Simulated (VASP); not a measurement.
A run of VASP 6.6.1 is set up as follows.

Contents of INCAR:

```
SYSTEM = Ti
ALGO = Normal
EDIFF = 1E-6
ENCUT = 520
GGA = PS
ISIF = 2
ISMEAR = -1
LASPH = .TRUE.
LCHARG = .TRUE.
LELF = .TRUE.
LREAL = .FALSE.
LVHAR = .TRUE.
LWAVE = .FALSE.
NBANDS = 84
NELM = 80
PREC = Accurate
SIGMA = 0.1
```

File KPOINTS:

```
k-points
0
G
  2 2 1
  0 0 0
```

POSCAR

```
Ti
1.0
    5.9000000000      0.0000000000      0.0000000000
    2.9500000000      5.1095500000      0.0000000000
    0.0000000000      0.0000000000     15.6846000000
Ti
12
Direct
    0.0000000000      0.0000000000      0.0637568060
    0.5000000000      0.0000000000      0.0637568060
   -0.0000024464      0.5000048928      0.0637568060
    0.4999975536      0.5000048928      0.0637568060
   -0.1349578350      0.3071699073      0.2093390969
    0.3656577366      0.3471930013      0.2104165870
   -0.0874585133      0.7636288910      0.2158614182
    0.2988285232      0.8247497333      0.1929982276
    0.0594995193     -0.0180837843      0.3558522372
    0.5232580593     -0.0649567966      0.3401170575
    0.0481363066      0.4139307767      0.3773255295
    0.5217210491      0.4897104442      0.3660533262
```

Potentials or basis: VASP PAW PBE potentials, release 64 (Ti_sv).

Command:

```console
$ cat potpaw_PBE.64/Ti_sv/POTCAR > POTCAR
$ mpirun -np 1 vasp_std > vasp.out
```

(1) Predict the largest force.

(2) Predict the band gap on the k mesh.

Results:

(1) 2.610 eV/Å.

(2) zero (bands 72 and 73 overlap by 0.55 eV).

Caveat: the k points lie up to 0.61 Å⁻¹ apart, too coarse for converged energies and pressures of a metal; the atoms stand as in a frame of molecular dynamics; the PAW data sets were made with another functional, which shifts forces and pressure a little.
